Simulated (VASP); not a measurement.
Pd, 3 atoms in the cell. The cell holds a slab with vacuum, 3 atoms: a = 2.788 Å, b = 2.788 Å, c = 17.942 Å, α = 90.00°, β = 90.00°, γ = 90.00°. 

```yaml
Program: VASP 6.6.1
Task: relaxation of the atoms
Functional: PBE
Potentials_or_basis: VASP PAW PBE potentials, release 64 (Pd)
Cutoff: 520 eV
k_mesh: 10 × 10 × 1
Occupations: gaussian, width 0.1 eV
Spin: no spin polarisation
Dipole_correction: yes
Atoms_held_fixed_from_0: "[0]"
Further_INCAR_settings: ALGO = Normal; EDIFF = 1e-06; IBRION = 2; EDIFFG = -0.03; NSW = 70
```

Potentials or basis: VASP PAW PBE potentials, release 64 (Pd).

Command:

```bash
$ cat potpaw_PBE.64/Pd/POTCAR > POTCAR
$ mpirun -np 1 vasp_std > vasp.out
```

Hardware: 1 thread of Intel(R) Xeon(R) Platinum 8175M CPU @ 2.50GHz (Skylake/Cascade Lake), with other jobs on the host.

Task: Estimate the wall time of this run.

Result: It took 4.4 min on 1 thread of Intel(R) Xeon(R) Platinum 8175M CPU @ 2.50GHz (Skylake/Cascade Lake), with other jobs on the host, peak memory 0.29 GiB. Counts: scf iterations 56, k points 21, ion steps 5.
